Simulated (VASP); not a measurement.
# LiPdC4 (P4/mmm) in VASP: further runs

The runs below take LiPdC4 through single point, relaxation of cell and atoms, with PBE.

Everything below comes from runs of VASP 6.6.1. Logs are shortened: lines on timing, memory, paths and dates and some standing lists are left out, and cuts for length are marked.

## 1. The cell of the first run

It takes space group P4/mmm (No. 123, tetragonal). Conventional cell: a = 4.030 Å, b = 4.030 Å, c = 3.735 Å, α = 90.00°, β = 90.00°, γ = 90.00°. Within 2.8 Å of Li (site symmetry 4/mmm) lie 8 C at 2.12 Å. Within 3.1 Å of Pd (site symmetry 4/mmm) lie 8 C at 2.35 Å. C (site symmetry 2mm) has 1 C at 1.30 Å within 1.7 Å.

## 2. Single point, PBE

INCAR reads:

```
ALGO = Normal
EDIFF = 1E-6
ENCUT = 520
GGA = PE
ISIF = 2
ISMEAR = 0
LASPH = True
LCHARG = False
LREAL = False
LWAVE = False
NBANDS = 24
NELM = 100
PREC = Accurate
SIGMA = 0.1
```

KPOINTS reads:

```
k-points
0
Gamma
  10 10 10
```

POSCAR reads:

```
LiPdC4
1.0
    4.0296063557      0.0000000000      0.0000000000
    0.0000000000      4.0296063557      0.0000000000
    0.0000000000      0.0000000000      3.7351238568
Li Pd C
1 1 4
Direct
    0.0000000000      0.0000000000      0.0000000000
    0.5000000000      0.5000000000      0.5000000000
    0.5000000000      0.0000000000      0.1746044716
    0.0000000000      0.5000000000      0.8253955284
    0.5000000000      0.0000000000      0.8253955284
    0.0000000000      0.5000000000      0.1746044716
```

Potentials or basis: VASP PAW PBE potentials, release 64 (Li_sv, Pd, C).

Started as:

```sh
$ cat potpaw_PBE.64/Li_sv/POTCAR potpaw_PBE.64/Pd/POTCAR potpaw_PBE.64/C/POTCAR > POTCAR
$ mpirun -np 1 vasp_std > vasp.out
```

OUTCAR:

```text
EDIFF = 1E-6
   ENCUT = 520
   GGA = PE
   ISIF = 2
   ISMEAR = 0
   LASPH = True
   LREAL = False
   NELM = 100
   PREC = Accurate

 ion  position               nearest neighbor table
   1  0.000  0.000  0.000-   3 2.12   4 2.12   5 2.12   6 2.12   4 2.12   6 2.12   3 2.12   5 2.12

   2  0.500  0.500  0.500-   3 2.35   4 2.35   5 2.35   6 2.35   3 2.35   5 2.35   4 2.35   6 2.35

   3  0.500  0.000  0.175-   5 1.30   1 2.12   1 2.12   2 2.35   2 2.35
   4  0.000  0.500  0.825-   6 1.30   1 2.12   1 2.12   2 2.35   2 2.35
   5  0.500  0.000  0.825-   3 1.30   1 2.12   1 2.12   2 2.35   2 2.35
   6  0.000  0.500  0.175-   4 1.30   1 2.12   1 2.12   2 2.35   2 2.35

  LATTYP: Found a simple tetragonal cell.
 ALAT       =     4.0296063557
 C/A-ratio  =     0.9269202813

  Lattice vectors:

 A1 = (   4.0296063557,   0.0000000000,   0.0000000000)
 A2 = (   0.0000000000,   4.0296063557,   0.0000000000)
 A3 = (   0.0000000000,   0.0000000000,   3.7351238568)

Analysis of symmetry for initial positions (statically):
=====================================================================
 Subroutine PRICEL returns:
 Original cell was already a primitive cell.

 Routine SETGRP: Setting up the symmetry group for a
 simple tetragonal supercell.

 Subroutine GETGRP returns: Found 16 space group operations
 (whereof 16 operations were pure point group operations)
 out of a pool of 16 trial point group operations.

The static configuration has the point symmetry D_4h.

Analysis of symmetry for dynamics (positions and initial velocities):
=====================================================================
 Subroutine PRICEL returns:
 Original cell was already a primitive cell.

 Routine SETGRP: Setting up the symmetry group for a
 simple tetragonal supercell.

 Subroutine GETGRP returns: Found 16 space group operations
 (whereof 16 operations were pure point group operations)
 out of a pool of 16 trial point group operations.

The dynamic configuration has the point symmetry D_4h.

 Subroutine INISYM returns: Found 16 space group operations
 (whereof 16 operations are pure point group operations),
 and found     1 'primitive' translations

----------------------------------------------------------------------------------------

                                     Primitive cell

  volume of cell :      60.6499

  direct lattice vectors                    reciprocal lattice vectors
     4.029606356  0.000000000  0.000000000     0.248163198  0.000000000  0.000000000
     0.000000000  4.029606356  0.000000000     0.000000000  0.248163198  0.000000000
     0.000000000  0.000000000  3.735123857     0.000000000  0.000000000  0.267728739

  length of vectors
     4.029606356  4.029606356  3.735123857     0.248163198  0.248163198  0.267728739

  position of ions in fractional coordinates (direct lattice)
     0.000000000  0.000000000  0.000000000
     0.500000000  0.500000000  0.500000000
     0.500000000  0.000000000  0.174604472
     0.000000000  0.500000000  0.825395528
     0.500000000  0.000000000  0.825395528
     0.000000000  0.500000000  0.174604472

  ion indices of the primitive-cell ions
   primitive index   ion index
                 1           1
                 2           2
                 3           3
                 4           4
                 5           5
                 6           6

----------------------------------------------------------------------------------------

 KPOINTS: k-points

Automatic generation of k-mesh.
 Grid dimensions read from file:
 generate k-points for:   10   10   10

 Generating k-lattice:

  Cartesian coordinates                     Fractional coordinates (reciprocal lattice)
     0.024816320  0.000000000  0.000000000     0.100000000  0.000000000  0.000000000
     0.000000000  0.024816320  0.000000000     0.000000000  0.100000000  0.000000000
     0.000000000  0.000000000  0.026772874     0.000000000  0.000000000  0.100000000

  Length of vectors
     0.024816320  0.024816320  0.026772874

  Shift w.r.t. Gamma in fractional coordinates (k-lattice)
     0.000000000  0.000000000  0.000000000

 Subroutine IBZKPT returns following result:
 ===========================================

 Found    126 irreducible k-points:

 Following reciprocal coordinates:
            Coordinates               Weight
  0.000000  0.000000  0.000000      1.000000
  0.100000  0.000000  0.000000      4.000000
  0.200000  0.000000  0.000000      4.000000
  0.300000  0.000000  0.000000      4.000000
  0.400000  0.000000  0.000000      4.000000
  0.500000  0.000000  0.000000      2.000000
[... 16 lines left out ...]
  0.100000  0.000000  0.100000      8.000000
  0.200000  0.000000  0.100000      8.000000
 [... further k-points ...]
   k-points           NKPTS =    126   k-points in BZ     NKDIM =    126   number of bands    NBANDS=     24
   number of dos      NEDOS =    301   number of ions     NIONS =      6
   total plane-waves  NPLWV =  25200
   dimension x,y,z NGX =    30 NGY =   30 NGZ =   28
   dimension x,y,z NGXF=    60 NGYF=   60 NGZF=   56
   ions per type =               1   1   4
   NGX,Y,Z   is equivalent  to a cutoff of  12.38, 12.38, 12.46 a.u.
   NGXF,Y,Z  is equivalent  to a cutoff of  24.75, 24.75, 24.92 a.u.
 SYSTEM =  unknown system
   PREC   = accura    normal or accurate (medium, high low for compatibility)
   ISTART =      0    job   : 0-new  1-cont  2-samecut
   ICHARG =      2    charge: 1-file 2-atom 10-const
   ISPIN  =      1    spin polarized calculation?
   LNONCOLLINEAR =      F non collinear calculations
   LSORBIT =      F    spin-orbit coupling
   LASPH  =      T    aspherical Exc in radial PAW
   ENCUT  =  520.0 eV  38.22 Ry    6.18 a.u.   7.49  7.49  6.94*2*pi/ulx,y,z
   NELM   =    100;   NELMIN=  2; NELMDL= -5     # of ELM steps
   EDIFF  = 0.1E-05   stopping-criterion for ELM
   LREAL  =      F    real-space projection
   EDIFFG = 0.1E-04   stopping-criterion for IOM
   NSW    =      0    number of steps for IOM
   IBRION =     -1    ionic relax: 0-MD 1-quasi-New 2-CG
   NFREE  =      0    steps in history (QN), initial steepest desc. (CG)
   ISIF   =      2    stress and relaxation
   ISYM   =      2    0-nonsym 1-usesym 2-fastsym
   POTIM  = 0.5000    time-step for ionic-motion
   TEBEG  =    0.0;   TEEND  =   0.0 temperature during run
   PSTRESS=    0.0 pullay stress
   NELECT =      29.0000    total number of electrons
   NUPDOWN=      -1.0000    fix difference up-down
   EMIN   =  10.00;   EMAX   =-10.00  energy-range for DOS
   EFERMI =   0.00;   METHOD = LEGACY
   ISMEAR =     0;   SIGMA  =   0.10  broadening in eV -4-tet -1-fermi 0-gaus
   EFERMI_NEDOS =   21; number of points for ismear=-14 and -15
   IALGO  =     38    algorithm
   IMIX   =      4    mixing-type and parameters
     AMIX     =   0.40;   BMIX     =  1.00
     AMIX_MAG =   1.60;   BMIX_MAG =  1.00
  volume/ion in A,a.u.               =      10.11        68.21
  Fermi-wavevector in a.u.,A,eV,Ry     =   1.280159  2.419151 22.297341  1.638808
  Thomas-Fermi vector in A             =   2.412603
   LORBIT       =      0    0 simple, 1 ext, 2 COOP (PROOUT), +10 PAW based schemes
   GGA     = PE    functional components
   LHFCALC =     F    Hartree Fock is set to
   AEXX    =    0.0000 exact exchange contribution
   IVDW    =     0    specifies the selected vdW correction
   LEPSILON=     F    determine dielectric tensor
   LRPA    =     F    only Hartree local field effects (RPA)
 non-spin polarized calculation
 Gauss-broadening in eV      SIGMA  =   0.10
  energy-cutoff  :      520.00
  volume of cell :       60.65
 maximum number of plane-waves:      1654
 NGX is ok and might be reduce to    30
   NGX = 15   NGY = 15   NGZ = 13

 number of electron      28.9999984 magnetization

 Free energy of the ion-electron system (eV)
  ---------------------------------------------------
  ext. energy  EPLUGINS =         0.00000000
  ---------------------------------------------------
  free energy    TOTEN  =       -35.09968147 eV

  energy without entropy =      -35.08718546  energy(sigma->0) =      -35.09343347

 E-fermi :   5.2749     XC(G=0): -11.0917

 val. band max:        5.2677775319   @ k =   0.5000   0.4000   0.3000
 cond. band min:       5.2809352905   @ k =   0.2000   0.2000   0.5000
 fundamental gap:      0.0131577586
 Fermi energy:         5.2748775494

 k-point     1 :       0.0000    0.0000    0.0000
  band No.  band energies     occupation
      1     -39.3837      2.00000
      2     -10.1247      2.00000
      3      -8.2104      2.00000
      4      -1.2941      2.00000
      5      -0.7306      2.00000
      6      -0.0289      2.00000
[... 16 lines left out ...]
     23      16.0772      0.00000
     24      16.0772      0.00000

 k-point     2 :       0.1000    0.0000    0.0000
  band No.  band energies     occupation
      1     -39.3837      2.00000
      2     -10.0844      2.00000
      3      -8.2644      2.00000
      4      -1.2457      2.00000
      5      -0.7057      2.00000
      6      -0.0177      2.00000
[... 16 lines left out ...]
     23      16.1339      0.00000
     24      16.2712      0.00000

 k-point     3 :       0.2000    0.0000    0.0000
  band No.  band energies     occupation
      1     -39.3835      2.00000
      2      -9.9666      2.00000
      3      -8.4173      2.00000
      4      -1.1271      2.00000
      5      -0.6156      2.00000
      6      -0.0889      2.00000
[... 16 lines left out ...]
     23      16.3388      0.00000
     24      16.7741      0.00000
[... 514 lines left out ...]
 k-point    23 :       0.1000    0.0000    0.1000
  band No.  band energies     occupation
      1     -39.3836      2.00000
      2     -10.0420      2.00000
      3      -8.2377      2.00000
      4      -1.8471      2.00000
      5      -0.9509      2.00000
      6      -0.1300      2.00000
[... 16 lines left out ...]
     23      16.6849      0.00000
     24      16.7768      0.00000

 k-point    24 :       0.2000    0.0000    0.1000
  band No.  band energies     occupation
      1     -39.3834      2.00000
      2      -9.9266      2.00000
      3      -8.3924      2.00000
      4      -1.7245      2.00000
      5      -0.9258      2.00000
      6      -0.0708      2.00000
[... 16 lines left out ...]
     23      16.8501      0.00000
     24      17.1495      0.00000

 [... further k-points ...]
[... 5 lines left out ...]
  --------------------------------------------------------------------------------------
  -------------------------------------------------------------------------------------
  Total        0.0578255      0.0578255      0.1538366      0.0000000     -0.0000000      0.0000000
  in kB        1.5275659      1.5275659      4.0638729      0.0000000     -0.0000000      0.0000000
  external PRESSURE =       2.3730016 kB  Pullay stress =       0.0000000 kB

 VOLUME and BASIS-vectors are now :
 -----------------------------------------------------------------------------
  energy-cutoff  :      520.00
  volume of cell :       60.65
      direct lattice vectors                 reciprocal lattice vectors
     4.029606356  0.000000000  0.000000000     0.248163198  0.000000000  0.000000000
     0.000000000  4.029606356  0.000000000     0.000000000  0.248163198  0.000000000
     0.000000000  0.000000000  3.735123857     0.000000000  0.000000000  0.267728739

 POSITION                                       TOTAL-FORCE (eV/Angst)
 -----------------------------------------------------------------------------------
      0.00000      0.00000      0.00000         0.000000     -0.000000      0.000000
      2.01480      2.01480      1.86756         0.000000     -0.000000      0.000000
      2.01480      0.00000      0.65217         0.000000     -0.000000      0.076960
      0.00000      2.01480      3.08295         0.000000      0.000000     -0.076960
      2.01480      0.00000      3.08295         0.000000     -0.000000     -0.076960
      0.00000      2.01480      0.65217         0.000000      0.000000      0.076960
 -----------------------------------------------------------------------------------
    total drift:                                0.000000     -0.000000      0.000000

  FREE ENERGIE OF THE ION-ELECTRON SYSTEM (eV)
  ---------------------------------------------------
  free  energy   TOTEN  =       -35.0996814707 eV

  energy  without entropy=      -35.0871854607  energy(sigma->0) =      -35.09343347
```

It took 2.2 min on 1 thread of AMD EPYC 9R45 (Zen 5), shared host; peak memory 0.25 GiB.

What came out:

```
Free energy   : -35.0997 eV
Largest force : 0.077 eV/Å
```

Forces on the atoms (eV/Å):
```
Li   0.000  0.000  0.000
Pd   0.000  0.000  0.000
C    0.000  0.000  0.077
C    0.000  0.000 -0.077
C    0.000  0.000 -0.077
C    0.000  0.000  0.077
```

Caveat: the cutoff is under 1.25 times the usual one of these potentials, so pressure, stress and relaxed cells hold a basis-set (Pulay) error.

## 3. Relaxation of cell and atoms, PBE

This run uses another cell than the first one, of 10.29 Å³/atom, 1.018 times its volume.

INCAR reads:

```
  PREC = Accurate
  ENCUT = 600
  EDIFF = 1E-6
  ISMEAR = 0
  SIGMA = 0.1
  LREAL = False
  LASPH = True
  NELM = 100
  ALGO = Normal
  ISIF = 3
  LWAVE = False
  LCHARG = False
  GGA = PE
  IBRION = 2
  NSW = 100
  EDIFFG = -0.01
```

KPOINTS reads:

```
regular mesh
0
Gamma
  10 10 10
```

POSCAR reads:

```
LiPdC4
1.0
    4.0200912670      0.0000000000      0.0000000000
    0.0000000000      4.0200912670      0.0000000000
    0.0000000000      0.0000000000      3.8204670806
Li Pd C
1 1 4
Direct
    0.0000000000      0.0000000000      0.0000000000
    0.5000000000      0.5000000000      0.5000000000
    0.5000000000      0.0000000000      0.1694512483
    0.0000000000      0.5000000000      0.8305487517
    0.5000000000      0.0000000000      0.8305487517
    0.0000000000      0.5000000000      0.1694512483
```

Potentials or basis: VASP PAW PBE potentials, release 64 (Li_sv, Pd, C).

Started as:

```sh
$ cat potpaw_PBE.64/Li_sv/POTCAR potpaw_PBE.64/Pd/POTCAR potpaw_PBE.64/C/POTCAR > POTCAR
$ mpirun -np 1 vasp_std > vasp.out
```

It took 9.7 min on 1 thread of AMD EPYC 9R45 (Zen 5), shared host; peak memory 0.31 GiB.

The run converged. Its results:

| Quantity | Value |
| --- | --- |
| Free energy | -35.1066 eV |
| Relaxed volume | 10.09 Å³/atom |
| Relaxed cell | a = 4.029 Å, b = 4.029 Å, c = 3.730 Å, α = 90.00°, β = 90.00°, γ = 90.00° |
| Space group after relaxing (to 0.05 Å) | P4/mmm (No. 123) |
| Energy gained by relaxing | 3.8 meV/atom |
| Ionic steps | 10 |
| Pressure after relaxing | 0.0 GPa |
| Largest force after relaxing | 0.008 eV/Å |

Forces on the atoms (eV/Å):
```
Li   0.000  0.000  0.000
Pd   0.000  0.000  0.000
C    0.000  0.000  0.008
C    0.000  0.000 -0.008
C    0.000  0.000 -0.008
C    0.000  0.000  0.008
```

Stress tensor (GPa, compression positive):
```
 0.01  0.00  0.00
 0.00  0.01  0.00
 0.00  0.00 -0.10
```

The path:
| step | energy change (eV) | largest force (eV/Å) | pressure (GPa) | volume (Å³) |
| --- | --- | --- | --- | --- |
| 1 | 0.0000 | 0.4016 | -0.10 | 61.74 |
| 2 | 0.0237 | 1.1146 | -4.35 | 61.69 |
| 3 | -0.0044 | 0.0396 | -1.38 | 61.73 |
| 4 | -0.0178 | 0.0396 | -0.73 | 61.02 |
| 5 | -0.0224 | 0.0706 | -0.08 | 60.45 |
| 6 | -0.0226 | 0.0751 | 0.06 | 60.33 |
| 7 | -0.0198 | 0.3868 | 1.12 | 60.42 |
| 8 | -0.0227 | 0.0159 | 0.28 | 60.35 |
| 9 | -0.0229 | 0.0113 | 0.06 | 60.50 |
| 10 | -0.0230 | 0.0080 | -0.03 | 60.55 |

Final structure:
```
Li Pd C
1.0
     4.02908    0.00000    0.00000
     0.00000    4.02908    0.00000
     0.00000    0.00000    3.73000
Li Pd C
1 1 4
Direct
  0.00000 0.00000 0.00000
  0.50000 0.50000 0.50000
  0.50000 0.00000 0.17504
  0.00000 0.50000 0.82496
  0.50000 0.00000 0.82496
  0.00000 0.50000 0.17504
```

Levels at points of the mesh, in eV from the Fermi level:
```csv
k point,band 11,band 12,band 13,band 14,band 15,band 16,band 17,band 18
"(0.00, 0.00, 0.00)",-3.25,-2.90,-2.39,-1.63,-1.63,0.50,4.57,4.57
"(0.50, 0.00, 0.00)",-3.60,-3.27,-2.91,-2.08,-0.30,0.51,4.08,4.19
"(0.50, 0.50, 0.00)",-3.04,-2.16,-0.95,-0.17,-0.17,1.02,1.75,1.91
"(0.00, 0.00, 0.50)",-2.50,-0.88,-0.31,0.48,0.48,0.73,0.73,0.87
"(0.50, 0.00, 0.50)",-3.43,-2.58,-2.30,0.41,0.49,1.61,1.71,1.91
"(0.50, 0.50, 0.50)",-3.80,-2.82,-1.96,-0.59,-0.51,0.64,1.63,1.63
```

Caveat: the cutoff is under 1.25 times the usual one of these potentials, so pressure, stress and relaxed cells hold a basis-set (Pulay) error.
